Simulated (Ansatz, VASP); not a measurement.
# SiC in VASP and in Ansatz

File INCAR:

```
SYSTEM = SiC
ALGO = Normal
EDIFF = 1E-6
ENCUT = 520
GGA = PE
ISIF = 2
ISMEAR = 0
LASPH = .True.
LCHARG = .False.
LREAL = .False.
LWAVE = .False.
NBANDS = 26
NELM = 80
PREC = Accurate
SIGMA = 0.05
```

File KPOINTS:

```
k-points
0
Gamma
  6 6 6
  0 0 0
```

The input POSCAR:

```
SiC
1.0
    4.3797281854      0.0000000000      0.0000000000
    0.0000000000     -4.3797281854      0.0000000000
    0.0000000000      0.0000000000     -4.3797281854
Si C
4 4
Direct
    0.0000000000      0.0000000000      0.0000000000
    0.5000000000      0.5000000000      0.0000000000
    0.5000000000      0.0000000000      0.5000000000
    0.0000000000      0.5000000000      0.5000000000
    0.7500000000      0.7500000000      0.7089015591
    0.2500000000      0.2500000000      0.7500000000
    0.2500000000      0.7500000000      0.2500000000
    0.7500000000      0.2500000000      0.2500000000
```

Input for Ansatz:

```yaml
crystal:
  lattice:
    - [4.3797281854, 0.0, 0.0]
    - [0.0, -4.3797281854, 0.0]
    - [0.0, 0.0, -4.3797281854]
  atoms:
    - { symbol: Si, position: [0.0, 0.0, 0.0] }
    - { symbol: Si, position: [0.5, 0.5, 0.0] }
    - { symbol: Si, position: [0.5, 0.0, 0.5] }
    - { symbol: Si, position: [0.0, 0.5, 0.5] }
    - { symbol: C, position: [0.75, 0.75, 0.7089015591] }
    - { symbol: C, position: [0.25, 0.25, 0.75] }
    - { symbol: C, position: [0.25, 0.75, 0.25] }
    - { symbol: C, position: [0.75, 0.25, 0.25] }
basis:
  ecutwfc: 420
kpoints:
  mp_grid: { grid: [6, 6, 6] }
hamiltonian:
  xc: pbe
scf:
  occupations: { method: gaussian, width: 0.05 }
output:
  forces: true
  stress: true
  eigenvalues: true
```

Alike in both runs: task single point; functional PBE; k mesh 6 × 6 × 6; occupations gaussian, width 0.05 eV; no spin polarisation.

```csv
,VASP,Ansatz
version,VASP 6.6.1,Ansatz 0.2.0
potentials or method,"VASP PAW PBE potentials, release 64 (Si, C), cutoff 520 eV","scalar-relativistic, plane waves, PAW"
valence electrons in the cell,32,32
```

|  | VASP | Ansatz | Ansatz less VASP |
| --- | --- | --- | --- |
| gap on the k mesh at the Fermi level (eV) | 1.15 | 1.15 | +0.002 |
| least direct gap on the mesh (eV) | 1.15 | 1.15 | +0.002 |
| pressure (GPa) | 1.1 | 1.2 | +0.05 |
| traceless stress, the component that is largest in VASP (GPa) | 2.76 | 2.77 | +0.005 |
| rms of the force components (eV/Å) | 0.930 | 0.931 | +0.0004 |

Atom by atom the forces differ by 0.002 eV/Å (rms over components).
